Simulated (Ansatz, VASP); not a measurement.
## NaCl: VASP beside Ansatz

POSCAR

```
NaCl
1.0
    0.0000000000      2.7940632177      2.7940632177
    2.7940632177      0.0000000000      2.7940632177
    2.7940632177      2.7940632177      0.0000000000
Cl Na
1 1
Direct
    0.5000000000      0.5000000000      0.5000000000
    0.0000000000      0.0000000000      0.0000000000
```

The input INCAR.step1:

```
SYSTEM = NaCl
ALGO = Normal
EDIFF = 1E-5
ENCUT = 520
GGA = PE
ISIF = 2
ISMEAR = -1
LASPH = .TRUE.
LCHARG = .FALSE.
LREAL = .FALSE.
LWAVE = .TRUE.
NBANDS = 14
NELM = 80
PREC = Accurate
SIGMA = 0.05
```

The input INCAR.step2:

```
SYSTEM = NaCl
AEXX = 0.05
ALGO = Normal
EDIFF = 1E-7
ENCUT = 520
GGA = PE
HFSCREEN = 0.2
ISIF = 2
ISMEAR = -1
ISTART = 1
LASPH = .TRUE.
LCHARG = .FALSE.
LHFCALC = .TRUE.
LREAL = .FALSE.
LWAVE = .FALSE.
NBANDS = 14
NELM = 80
PREC = Accurate
PRECFOCK = Normal
SIGMA = 0.05
```

KPOINTS

```
k-points
0
G
  4 4 4
  0 0 0
```

The input input.yaml:

```yaml
crystal:
  lattice:
    - [0.0, 2.7940632177, 2.7940632177]
    - [2.7940632177, 0.0, 2.7940632177]
    - [2.7940632177, 2.7940632177, 0.0]
  atoms:
    - { symbol: Cl, position: [0.5, 0.5, 0.5] }
    - { symbol: Na, position: [0.0, 0.0, 0.0] }
kpoints:
  mp_grid: { grid: [4, 4, 4] }
scf:
  occupations: { method: fermi_dirac, width: 0.05 }
hamiltonian:
  xc: { preset: hse06, exx: { coeff: 0.05, omega: 0.2 } }
  pseudopotentials: { kind: all_electron, datasets: crystal }
output:
  forces: true
  stress: true
```

Alike in both runs: task single point; functional PBE-based screened hybrid with a share of 0.05 of exact exchange and HFSCREEN = 0.2; k mesh 4 × 4 × 4; occupations fermi-dirac, width 0.05 eV; no spin polarisation.

```csv
,VASP,Ansatz
version,VASP 6.6.1,Ansatz 0.2.0
potentials or method,"VASP PAW PBE potentials, release 64 (Cl, Na_pv), cutoff 520 eV",all-electron PAW datasets made for the crystal
```

Ansatz gave:

* gap on the k mesh at the Fermi level (eV): 5.49
* least direct gap on the mesh (eV): 5.49
* pressure (GPa): 1.5

Question: What did VASP give for the same quantities?

Answer: gap on the k mesh at the Fermi level (eV): 5.49; least direct gap on the mesh (eV): 5.49; pressure (GPa): 1.4.

VASP's potentials were made for PBE, not for PBE-based screened hybrid. Ansatz ran all-electron here, and VASP with PAW potentials.

The k mesh is coarse, so the values compare programs but aren't converged.
